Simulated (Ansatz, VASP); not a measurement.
## Pd: VASP beside Ansatz

File INCAR:

```
SYSTEM = Pd
  ALGO = Normal
  EDIFF = 1E-7
  ENCUT = 520
  GGA = RE
  ISIF = 2
  ISMEAR = -1
  ISPIN = 2
  LASPH = .TRUE.
  LCHARG = .TRUE.
  LELF = .TRUE.
  LMAXMIX = 4
  LORBIT = 11
  LREAL = .FALSE.
  LVHAR = .TRUE.
  LWAVE = .FALSE.
  MAGMOM = 0.5
  NBANDS = 15
  NELM = 150
  PREC = Accurate
  SIGMA = 0.05
```

KPOINTS

```
k-points
0
G
  16 16 16
  0 0 0
```

File POSCAR:

```
Pd
1.0
   -1.6212910592      1.6212910592      1.6212910592
    1.6212910592     -1.6212910592      1.6212910592
    1.6212910592      1.6212910592     -1.6212910592
Pd
1
Direct
    0.0000000000      0.0000000000      0.0000000000
```

Input for Ansatz:

```yaml
crystal:
  lattice:
    - [-1.6212910592, 1.6212910592, 1.6212910592]
    - [1.6212910592, -1.6212910592, 1.6212910592]
    - [1.6212910592, 1.6212910592, -1.6212910592]
  atoms:
    - { symbol: Pd, position: [0.0, 0.0, 0.0], spin: 0.5 }
hamiltonian:
  xc: revpbe
  pseudopotentials:
    kind: paw
    azcp:
      Pd: "pseudopotentials/Pd.paw.azcp"
basis:
  ecutwfc: 420
  fft_grid_basis: typed
kpoints:
  mp_grid: { grid: [16, 16, 16], shift: [0, 0, 0] }
magnetization:
  spin_polarized: true
scf:
  occupations: { method: fermi_dirac, width: 0.05 }
  lower_state_search: "off"
output:
  stress: true
```

Alike in both runs: task single point; functional revPBE; k mesh 16 × 16 × 16; occupations fermi-dirac, width 0.05 eV; collinear spin.

|  | VASP | Ansatz |
| --- | --- | --- |
| version | VASP 6.6.1 | Ansatz 0.2.0 |
| potentials or method | VASP PAW PBE potentials, release 64 (Pd), cutoff 520 eV | plane waves (420 eV) with PAW, scalar-relativistic |
| valence electrons in the cell | 10 | 18 |

|  | VASP | Ansatz | Ansatz less VASP |
| --- | --- | --- | --- |
| pressure (GPa) | -9.5 | -9.3 | +0.15 |
| net moment per atom (μB) | 0.00 | 0.00 | 0.000 |

VASP's potentials were made for PBE, not for revPBE. With one functional, cell and mesh, what is left measures potentials, basis and numerics. VASP's potentials hold 10 valence electrons a cell and Ansatz's 18, so a difference there can come from the potentials and not from the codes. Ansatz's warnings: seeded moment not kept.
